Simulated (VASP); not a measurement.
# Si16HC16 (a cell with a defect) in VASP: further runs

The runs below take Si16HC16 (a cell with a defect) through single point, with PBE.

Program: VASP 6.6.1. These are calculated values, not measurements. Logs are shortened: lines on timing, memory, paths and dates and some standing lists are left out, and cuts for length are marked.

### 1 The cell of the first run

The cell holds a defect, 33 atoms: a = 6.184 Å, b = 6.184 Å, c = 10.149 Å, α = 90.00°, β = 90.00°, γ = 120.00°.

### 2 Single point, PBE, collinear spin

INCAR reads:

```
ALGO = Normal
EDIFF = 1E-6
ENCUT = 520
GGA = PE
ISIF = 2
ISMEAR = 0
ISPIN = 2
LASPH = True
LCHARG = True
LELF = True
LORBIT = 11
LREAL = Auto
LVHAR = True
LWAVE = False
MAGMOM = 0 0 0 0 0 0 0 0 0 0 0 0 0 0 0 0 0 0 0 0 0 0 0 0 0 0 0 0 0 0 0 0 0.43
NBANDS = 90
NELM = 150
PREC = Accurate
SIGMA = 0.02
```

KPOINTS reads:

```
k-points
0
Gamma
  2 2 2
```

POSCAR reads:

```
Si16HC16
1.0
    3.0919365181     -5.3553911431      0.0000000000
   -6.1838730361      0.0000000000      0.0000000000
    0.0000000000      0.0000000000    -10.1485845747
Si C H
16 16 1
Direct
    0.1653526281      0.3306903000      0.2508828676
    0.1666718595      0.3333971763      0.7501207626
    0.6666648438      0.3333303197      0.2511761104
    0.6666605491      0.3333344790      0.7504274063
    0.1653466528      0.8346485000      0.2508861193
    0.1666636434      0.8333315344      0.7501161314
    0.6693046137      0.8346423587      0.2508828676
    0.6665979953      0.8333234939      0.7501207626
    0.3342499086      0.1671323930     -0.0005708185
    0.3338829886      0.1669463456      0.5013108934
    0.8328837018      0.1671112144     -0.0005570235
    0.8330597861      0.1669353443      0.5012955218
    0.3333295276      0.6666654886     -0.0003529556
    0.3333237391      0.6666714884      0.4996520414
    0.8328626016      0.6657449576     -0.0005709171
    0.8330487691      0.6661121415      0.5013108934
    0.1669956453      0.3339736961      0.0611180796
    0.1667659702      0.3335499906      0.5623792124
    0.6666693253      0.3333257685      0.0624052542
    0.6666807157      0.3333141607      0.5634377837
    0.1669737982      0.8330212076      0.0611082260
    0.1667551400      0.8332399900      0.5623801977
    0.6660213801      0.8329994482      0.0611180796
    0.6664452520      0.8332293341      0.5623792124
    0.3364428390      0.1682117168      0.3142577151
    0.3334451121      0.1667527960      0.8118824787
    0.8317855561      0.1682093293      0.3142370226
    0.8332664937      0.1667286982      0.8118958796
    0.3333355029      0.6666595821      0.3117172623
    0.3332981574      0.6666973465      0.8117761585
    0.8317835021      0.6635523985      0.3142577151
    0.8332424058      0.6665500082      0.8118823802
    0.0001069950     -0.0001119328      1.1734119091
```

Potentials or basis: VASP PAW PBE potentials, release 64 (Si, C, H).

Command:

```console
cat potpaw_PBE.64/Si/POTCAR potpaw_PBE.64/C/POTCAR potpaw_PBE.64/H/POTCAR > POTCAR
mpirun -np 1 vasp_std > vasp.out
```

OUTCAR:

```text
EDIFF = 1E-6
   ENCUT = 520
   GGA = PE
   ISIF = 2
   ISMEAR = 0
   ISPIN = 2
   LASPH = True
   LORBIT = 11
   LREAL = Auto
   NELM = 150
   PREC = Accurate

 ion  position               nearest neighbor table
   1  0.165  0.331  0.251-  27 1.90  25 1.90  29 1.90  17 1.93  33 1.94   5 3.07   7 3.07   3 3.09
                             3 3.09  14 3.10  12 3.10  10 3.10  11 3.11   9 3.11   7 3.12   5 3.12
   2  0.167  0.333  0.750-  30 1.89  28 1.89  26 1.89  18 1.91   8 3.09   6 3.09   4 3.09   4 3.09
                             6 3.09   8 3.09  12 3.09  10 3.09  11 3.10   9 3.10  13 3.10  14 3.11
   3  0.667  0.333  0.251-  25 1.88  31 1.88  27 1.88  19 1.92   7 3.09   1 3.09   5 3.09   5 3.09
                             1 3.09   7 3.09  12 3.10  16 3.10  10 3.10  11 3.11  15 3.11   9 3.11
   4  0.667  0.333  0.750-  26 1.89  32 1.89  28 1.89  20 1.90  15 3.09   9 3.09  11 3.09   8 3.09
                             2 3.09   6 3.09   6 3.09   2 3.09   8 3.09  10 3.09  16 3.09  12 3.09
   5  0.165  0.835  0.251-  31 1.90  25 1.90  29 1.90  21 1.93  33 1.94   1 3.07   7 3.07   3 3.09
                             3 3.09  14 3.10  10 3.10  16 3.10   9 3.11  15 3.11   7 3.12   1 3.12
   6  0.167  0.833  0.750-  30 1.89  32 1.89  26 1.89  22 1.91   8 3.09   2 3.09   4 3.09   4 3.09
                             2 3.09   8 3.09  10 3.09  16 3.09  15 3.10   9 3.10  13 3.10  14 3.11
   7  0.669  0.835  0.251-  27 1.90  31 1.90  29 1.90  23 1.93  33 1.94   5 3.07   1 3.07   3 3.09
                             3 3.09  14 3.10  12 3.10  16 3.10  11 3.11  15 3.11   1 3.12   5 3.12
   8  0.667  0.833  0.750-  30 1.89  28 1.89  32 1.89  24 1.91   2 3.09   6 3.09   4 3.09   4 3.09
                             6 3.09   2 3.09  12 3.09  16 3.09  11 3.10  15 3.10  13 3.10  14 3.11
   9  0.334  0.167  0.999-  19 1.89  17 1.90  21 1.90  26 1.90  15 3.08  11 3.08   4 3.09  13 3.09
[... 16 lines left out ...]
  18  0.167  0.334  0.562-  12 1.89  10 1.89  14 1.89   2 1.91
  19  0.667  0.333  0.062-  15 1.89   9 1.89  11 1.89   3 1.92
  20  0.667  0.333  0.563-  12 1.89  10 1.89  16 1.89   4 1.90
  21  0.167  0.833  0.061-  13 1.89   9 1.90  15 1.90   5 1.93
  22  0.167  0.833  0.562-  10 1.89  16 1.89  14 1.89   6 1.91
[... 8 lines left out ...]
  31  0.832  0.664  0.314-   3 1.88  16 1.90   5 1.90   7 1.90
  32  0.833  0.667  0.812-   4 1.89   8 1.89   6 1.89  15 1.90
  33  0.000  1.000  0.173-   5 1.94   1 1.94   7 1.94

  LATTYP: Found a hexagonal cell.
 ALAT       =     6.1838730362
 C/A-ratio  =     1.6411372800

  Lattice vectors:

 A1 = (   3.0919365181,  -5.3553911431,   0.0000000000)
 A2 = (  -6.1838730361,   0.0000000000,   0.0000000000)
 A3 = (   0.0000000000,   0.0000000000, -10.1485845747)

Analysis of symmetry for initial positions (statically):
=====================================================================
 Subroutine PRICEL returns:
 Original cell was already a primitive cell.

 Routine SETGRP: Setting up the symmetry group for a
 hexagonal supercell.

 Subroutine GETGRP returns: Found  2 space group operations
 (whereof  2 operations were pure point group operations)
 out of a pool of 24 trial point group operations.

The static configuration has the point symmetry C_1h.

Analysis of symmetry for dynamics (positions and initial velocities):
=====================================================================
 Subroutine PRICEL returns:
 Original cell was already a primitive cell.

 Routine SETGRP: Setting up the symmetry group for a
 hexagonal supercell.

 Subroutine GETGRP returns: Found  2 space group operations
 (whereof  2 operations were pure point group operations)
 out of a pool of 24 trial point group operations.

The dynamic configuration has the point symmetry C_1h.

Analysis of structural, dynamic, and magnetic symmetry:
=====================================================================
 Subroutine PRICEL returns:
 Original cell was already a primitive cell.

 Routine SETGRP: Setting up the symmetry group for a
 hexagonal supercell.

[... 47 lines left out ...]
  ---------------------------------------------------
  free energy    TOTEN  =      -240.41564756 eV

  energy without entropy =     -240.41564756  energy(sigma->0) =     -240.41564756

 E-fermi :   8.3031     XC(G=0): -11.3189

 val. band max:        8.1573301964   @ k =   0.0000   0.0000   0.0000
 cond. band min:       8.4326884764   @ k =   0.0000   0.0000   0.0000
 fundamental gap:      0.2753582800
 Fermi energy:         8.3031392970

 spin component 1

 k-point     1 :       0.0000    0.0000    0.0000
  band No.  band energies     occupation
      1      -7.4019      1.00000
      2      -6.2550      1.00000
      3      -6.1596      1.00000
      4      -4.0687      1.00000
      5      -4.0687      1.00000
      6      -4.0486      1.00000
[... 463 lines left out ...]
     75      13.4903      0.00000
     76      13.4981      0.00000
 Fermi energy:         8.3031392970

 spin component 2

 k-point     1 :       0.0000    0.0000    0.0000
  band No.  band energies     occupation
      1      -7.3526      1.00000
      2      -6.1956      1.00000
      3      -6.1339      1.00000
      4      -4.0444      1.00000
      5      -4.0444      1.00000
      6      -4.0199      1.00000
[... 463 lines left out ...]
     75      13.5132      0.00000
     76      13.5245      0.00000
 [bands above 76 left out]

------------------------ aborting loop because EDIFF is reached ----------------------------------------

  FORCE on cell =-STRESS in cart. coord.  units (eV):
  Direction    XX          YY          ZZ          XY          YZ          ZX
  --------------------------------------------------------------------------------------
  -------------------------------------------------------------------------------------
  Total        3.3735195      3.3724330      1.3514657     -0.0009410      0.0007994     -0.0013865
  in kB       16.0818711     16.0766914      6.4425586     -0.0044857      0.0038109     -0.0066097
  external PRESSURE =      12.8670403 kB  Pullay stress =       0.0000000 kB

 VOLUME and BASIS-vectors are now :
 -----------------------------------------------------------------------------
  energy-cutoff  :      520.00
  volume of cell :      336.09
      direct lattice vectors                 reciprocal lattice vectors
     3.091936518 -5.355391143  0.000000000     0.000000000 -0.186727724  0.000000000
    -6.183873036  0.000000000  0.000000000    -0.161710953 -0.093363862  0.000000000
     0.000000000  0.000000000-10.148584575     0.000000000  0.000000000 -0.098535908

 POSITION                                       TOTAL-FORCE (eV/Angst)
 -----------------------------------------------------------------------------------
     -1.53369     -0.88553     -2.54611         0.001902      0.001001      0.002932
     -1.54635     -0.89259     -7.61266        -0.001280     -0.001581     -0.001071
      0.00001     -3.57025     -2.54908         0.000708     -0.000409     -0.003120
     -0.00003     -3.57023     -7.61578        -0.000050      0.000029      0.000302
     -4.65012     -0.88550     -2.54614        -0.001289      0.000744      0.002861
     -4.63790     -0.89255     -7.61262         0.001484     -0.000857     -0.001816
[... 25 lines left out ...]
     -1.54553     -4.46234     -8.23946         0.000443     -0.000088     -0.000936
     -6.18285     -0.00057     -1.75989        -0.001270      0.000733     -0.006995
 -----------------------------------------------------------------------------------
    total drift:                               -0.040390     -0.064474      0.003253

  FREE ENERGIE OF THE ION-ELECTRON SYSTEM (eV)
  ---------------------------------------------------
  free  energy   TOTEN  =      -240.4156475550 eV

  energy  without entropy=     -240.4156475550  energy(sigma->0) =     -240.41564756

 total charge

# of ion       s       p       d       tot
------------------------------------------
    1        0.699   0.947   0.000   1.647
    2        0.703   0.960   0.000   1.663
    3        0.705   0.962   0.000   1.667
    4        0.704   0.964   0.000   1.667
    5        0.699   0.947   0.000   1.647
    6        0.703   0.960   0.000   1.663
[... 25 lines left out ...]
   32        0.832   1.708   0.000   2.540
   33        0.479   0.020   0.000   0.499
--------------------------------------------------
tot         25.057  42.595   0.000  67.653

 magnetization (x)

# of ion       s       p       d       tot
------------------------------------------
    1        0.005  -0.003   0.000   0.003
    2        0.000   0.001   0.000   0.001
    3        0.004   0.004   0.000   0.008
    4        0.000   0.002   0.000   0.002
    5        0.005  -0.003   0.000   0.003
    6        0.000   0.001   0.000   0.001
[... 25 lines left out ...]
   32       -0.000   0.000   0.000  -0.000
   33        0.249   0.002   0.000   0.251
--------------------------------------------------
tot          0.317   0.213   0.000   0.529
```

It took 7.4 min on 1 thread of Intel Xeon 6975P-C (Granite Rapids), shared host; peak memory 0.69 GiB.

What came out:

```yaml
Free_energy: -240.4156 eV
Pressure: 1.3 GPa
Largest_force: 0.018 eV/Å
Band_gap_on_the_k_mesh: 0.28 eV
Net_moment: 1.00 μB per cell
Site_moments: Si +0.00, +0.01, +0.04 (each value once); C +0.02, +0.00, +0.01, +0.03, -0.00 (each value once); H +0.25 μB
Valence_electrons_inside_the_program's_atomic_spheres: Si 1.65, 1.66, 1.67 (each value once); C 2.53, 2.54 (each value once); H 0.50
```

Forces on the atoms (eV/Å):
```
Si   0.002  0.001  0.003
Si  -0.001 -0.002 -0.001
Si   0.001  0.000 -0.003
Si   0.000  0.000  0.000
Si  -0.001  0.001  0.003
Si   0.001 -0.001 -0.002
Si   0.000 -0.002  0.003
Si   0.001  0.002 -0.001
Si   0.000  0.000  0.002
Si   0.000  0.005 -0.002
Si   0.000  0.000  0.003
Si   0.005 -0.003 -0.002
Si   0.000  0.000 -0.001
Si   0.000  0.000 -0.007
Si   0.000  0.000  0.002
Si  -0.004 -0.002 -0.002
C    0.011  0.007 -0.011
C    0.003  0.001  0.003
C    0.000  0.000  0.001
C   -0.002  0.001 -0.004
C   -0.011  0.006 -0.012
C   -0.001  0.001  0.003
C   -0.001 -0.013 -0.011
C    0.000 -0.003  0.003
C    0.000  0.007  0.011
C    0.000  0.000 -0.001
C    0.006 -0.004  0.010
C   -0.001  0.001 -0.001
C    0.000  0.000  0.002
C    0.002 -0.001  0.007
C   -0.007 -0.003  0.011
C    0.000  0.000 -0.001
H   -0.001  0.001 -0.007
```

Stress tensor (GPa, compression positive):
```
1.61 0.00 0.00
0.00 1.61 0.00
0.00 0.00 0.64
```

Levels at points of the mesh, in eV from the valence-band top:
Spin up:
```tsv
k point	band 61	band 62	band 63	band 64	band 65	band 66	band 67	band 68	band 69	band 70
(0.00, 0.00, 0.00)	-0.72	-0.72	-0.13	-0.03	-0.03	2.70	2.70	2.82	3.17	3.17
(0.50, 0.00, 0.00)	-1.08	-1.05	-0.64	-0.62	-0.07	3.12	3.51	3.94	4.06	4.36
(0.50, 0.50, 0.00)	-1.08	-1.05	-0.64	-0.62	-0.07	3.12	3.51	3.94	4.06	4.36
(0.00, 0.00, 0.50)	-0.58	-0.27	-0.27	-0.22	-0.22	2.98	2.98	3.01	3.05	3.05
(0.50, 0.00, 0.50)	-1.04	-1.03	-1.00	-0.95	-0.06	3.81	3.82	3.84	3.96	4.05
(0.50, 0.50, 0.50)	-1.04	-1.03	-1.00	-0.95	-0.06	3.81	3.82	3.84	3.96	4.05
```
Spin down:
| k point | band 60 | band 61 | band 62 | band 63 | band 64 | band 65 | band 66 | band 67 | band 68 | band 69 |
| --- | --- | --- | --- | --- | --- | --- | --- | --- | --- | --- |
| (0.00, 0.00, 0.00) | -0.69 | -0.69 | -0.12 | 0.00 | 0.00 | 0.28 | 2.72 | 2.72 | 2.85 | 3.20 |
| (0.50, 0.00, 0.00) | -1.66 | -1.03 | -1.01 | -0.62 | -0.59 | 0.93 | 3.15 | 3.57 | 3.96 | 4.08 |
| (0.50, 0.50, 0.00) | -1.66 | -1.03 | -1.01 | -0.62 | -0.59 | 0.93 | 3.15 | 3.57 | 3.96 | 4.08 |
| (0.00, 0.00, 0.50) | -1.11 | -0.25 | -0.25 | -0.19 | -0.19 | 0.32 | 3.01 | 3.01 | 3.02 | 3.07 |
| (0.50, 0.00, 0.50) | -1.23 | -1.01 | -1.00 | -0.98 | -0.92 | 1.01 | 3.83 | 3.84 | 3.87 | 3.99 |
| (0.50, 0.50, 0.50) | -1.23 | -1.01 | -1.00 | -0.98 | -0.92 | 1.01 | 3.83 | 3.84 | 3.87 | 3.99 |

Caveat: the k points lie up to 0.59 Å⁻¹ apart.

### 3 Single point, PBE, collinear spin (with an interstitial atom, then relaxed in part)

INCAR reads:

```
SYSTEM = Si16HC16
ALGO     = Normal         ! electronic algorithm
EDIFF    = 1E-6           ! SCF threshold, eV
ENCUT    = 520            ! plane-wave cutoff, eV
GGA      = PE             ! functional
ISIF     = 2              ! what is computed and relaxed
ISMEAR   = 0              ! smearing method
ISPIN    = 2              ! spin polarisation
LASPH    = .TRUE.         ! aspherical terms in the spheres
LCHARG   = .FALSE.        ! write CHGCAR
LORBIT   = 11             ! projections on sites
LREAL    = Auto         
LWAVE    = .FALSE.        ! write WAVECAR
MAGMOM   = 0 0 0 0 0 0 0 0 0 0 0 0 0 0 0 0 0 0 0 0 0 0 0 0 0 0 0 0 0 0 0 0 1 ! initial moments
NBANDS   = 90             ! bands
NELM     = 150            ! most SCF steps
PREC     = Accurate       ! precision mode
SIGMA    = 0.02           ! smearing width, eV
```

KPOINTS reads:

```
k-points
0
G
  2 2 2
  0 0 0
```

POSCAR reads:

```
Si16HC16
1.0
    3.0919365181     -5.3553911431      0.0000000000
   -6.1838730361      0.0000000000      0.0000000000
    0.0000000000      0.0000000000    -10.1485845747
Si C H
16 16 1
Direct
    0.1667262594      0.3334567169      0.2506897648
    0.1669021933      0.3338086353      0.7488372414
    0.6664623266      0.3329287956      0.2490463130
    0.6664563857      0.3329170262      0.7490412937
    0.1667372907      0.8326444298      0.2507051250
    0.1669233594      0.8324635724      0.7488234108
    0.6659029204      0.8326444172      0.2507051809
    0.6655358406      0.8324635087      0.7488233324
    0.3304812343      0.1649187575      0.0002771646
    0.3331881103      0.1663064878      0.4995150423
    0.8344332822      0.1649187847      0.0002771565
    0.8331143320      0.1663064709      0.4995150397
    0.3331212415      0.6662465823      0.0005703297
    0.3331253692      0.6662549849      0.4998217192
    0.8344393359      0.6688828654      0.0002803691
    0.8331224313      0.6662489199      0.4995103601
    0.1680002738      0.3360048319      0.0636312508
    0.1665196302      0.3330432771      0.5612901959
    0.6664504370      0.3329051484      0.0611115508
    0.6664882158      0.3329803485      0.5611704196
    0.1680025148      0.8313499638      0.0636519595
    0.1665436736      0.8328888009      0.5612767451
    0.6633432835      0.8313500159      0.0636520165
    0.6663409094      0.8328886971      0.5612766628
    0.3333408092      0.1663651096      0.3117734933
    0.3337645147      0.1665591660      0.8105123554
    0.8330201653      0.1663650883      0.3117735180
    0.8327903310      0.1665590853      0.8105123460
    0.3331050923      0.6662145978      0.3128320161
    0.3331165732      0.6662374634      0.8117995136
    0.8330308312      0.6660658140      0.3117744293
    0.8328120953      0.6656285855      0.8105025305
   -0.0003211060     -0.0006378059      0.9228062019
```

Potentials or basis: VASP PAW PBE potentials, release 64 (Si, C, H).

Command:

```console
cat potpaw_PBE.64/Si/POTCAR potpaw_PBE.64/C/POTCAR potpaw_PBE.64/H/POTCAR > POTCAR
mpirun -np 1 vasp_std > vasp.out
```

Run time: 6.4 min. Hardware: 1 thread of Intel Xeon 6975P-C (Granite Rapids), shared host; peak memory 0.68 GiB.

It converged, with:

- Free energy: -240.4157 eV
- Pressure: 1.3 GPa
- Largest force: 0.022 eV/Å
- Band gap on the k mesh: 0.28 eV
- Net moment: 1.00 μB per cell
- Site moments: Si +0.00, +0.01, +0.04 (each value once); C +0.03, -0.00, +0.01, +0.00, +0.02 (each value once); H +0.25 μB
- Valence electrons inside the program's atomic spheres: Si 1.67, 1.66, 1.65 (each value once); C 2.54, 2.53 (each value once); H 0.50

Forces in eV/Å, atoms in the order of the input:
```
Si   0.004  0.002  0.000
Si  -0.001  0.000  0.003
Si  -0.001 -0.001 -0.004
Si  -0.001 -0.001  0.002
Si  -0.004  0.001 -0.002
Si  -0.001  0.000  0.003
Si  -0.001 -0.004 -0.002
Si   0.000 -0.001  0.003
Si   0.001  0.003  0.006
Si   0.000 -0.002  0.000
Si   0.003 -0.001  0.006
Si  -0.002  0.001  0.000
Si   0.000  0.000 -0.001
Si   0.000  0.000  0.002
Si   0.000  0.000  0.005
Si   0.001  0.000 -0.001
C    0.008  0.005  0.008
C    0.000  0.000  0.001
C   -0.003 -0.002 -0.004
C    0.001  0.000  0.003
C   -0.006  0.003  0.009
C   -0.002  0.001 -0.001
C   -0.001 -0.007  0.009
C    0.000 -0.002 -0.001
C    0.004  0.001  0.007
C   -0.001  0.007 -0.021
C    0.003  0.003  0.007
C    0.006 -0.005 -0.021
C   -0.001  0.000 -0.003
C    0.003  0.001  0.002
C    0.003  0.002  0.006
C   -0.011 -0.006 -0.017
H   -0.001 -0.001 -0.007
```

Stress tensor (GPa, compression positive):
```
1.61 0.00 0.00
0.00 1.61 0.00
0.00 0.00 0.62
```

Levels at points of the mesh, in eV from the valence-band top:
Spin up:
| k point | band 62 | band 63 | band 64 | band 65 | band 66 | band 67 | band 68 | band 69 |
| --- | --- | --- | --- | --- | --- | --- | --- | --- |
| (0.00, 0.00, 0.00) | -0.72 | -0.13 | -0.03 | -0.03 | 2.70 | 2.70 | 2.82 | 3.17 |
| (0.50, 0.00, 0.00) | -1.05 | -0.64 | -0.62 | -0.07 | 3.12 | 3.51 | 3.94 | 4.06 |
| (0.00, 0.50, 0.00) | -1.05 | -0.64 | -0.62 | -0.07 | 3.12 | 3.51 | 3.94 | 4.06 |
| (0.00, 0.00, 0.50) | -0.27 | -0.27 | -0.22 | -0.22 | 2.98 | 2.98 | 3.01 | 3.05 |
| (0.50, 0.00, 0.50) | -1.03 | -1.00 | -0.95 | -0.06 | 3.81 | 3.82 | 3.84 | 3.96 |
| (0.00, 0.50, 0.50) | -1.03 | -1.00 | -0.95 | -0.06 | 3.81 | 3.82 | 3.84 | 3.96 |
Spin down:
```tsv
k point	band 62	band 63	band 64	band 65	band 66	band 67
(0.00, 0.00, 0.00)	-0.12	0.00	0.00	0.28	2.72	2.72
(0.50, 0.00, 0.00)	-1.01	-0.62	-0.59	0.93	3.15	3.57
(0.00, 0.50, 0.00)	-1.01	-0.62	-0.59	0.93	3.15	3.57
(0.00, 0.00, 0.50)	-0.25	-0.19	-0.19	0.32	3.01	3.01
(0.50, 0.00, 0.50)	-1.00	-0.98	-0.92	1.01	3.83	3.84
(0.00, 0.50, 0.50)	-1.00	-0.98	-0.92	1.01	3.83	3.84
```

Caveat: the k points lie up to 0.59 Å⁻¹ apart; the cell differs from its parent crystal (with an interstitial atom, then relaxed in part).
